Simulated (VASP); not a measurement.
Runs of VASP 6.6.1 on KI. Symmetry: Fm-3m, No. 225, cubic system. The conventional cell has a = 7.089 Å, b = 7.089 Å, c = 7.089 Å, α = 90.00°, β = 90.00°, γ = 90.00°. K (site symmetry m-3m) has 6 I at 3.54 Å within 4.7 Å. I (site symmetry m-3m) has 6 K at 3.54 Å within 4.7 Å. 

```csv
level,k mesh,grid for exact exchange (PRECFOCK),share of exact exchange,screening parameter,gap on the mesh (eV),pressure (GPa)
r2SCAN,4 × 4 × 4,-,-,-,(b),0.0
PBE0,4 × 4 × 4,Normal,0.25,-,5.64,(a)
HSE06,4 × 4 × 4,Normal,0.25,0.2079 1/Å,4.93,0.3
PBE,6 × 6 × 6,-,-,-,3.94,0.5
PBE,4 × 4 × 4,-,-,-,3.94,0.5
```

Alike in all rows: task single point; potentials or basis VASP PAW PBE potentials, release 64 (K_sv, I); no spin polarisation; cell as given; cutoff (eV) 520; smearing gaussian 0.01 eV.

Q: Fill in the values left out.

A: (a) 0.2; (b) 4.58.

Caveats: spin-orbit coupling is left out, which moves the levels of the heavy elements; the PAW data sets were made with another functional, which shifts forces and pressure a little (at least some runs).

A k mesh can miss the band edges, and the runs leave out spin-orbit coupling on I.
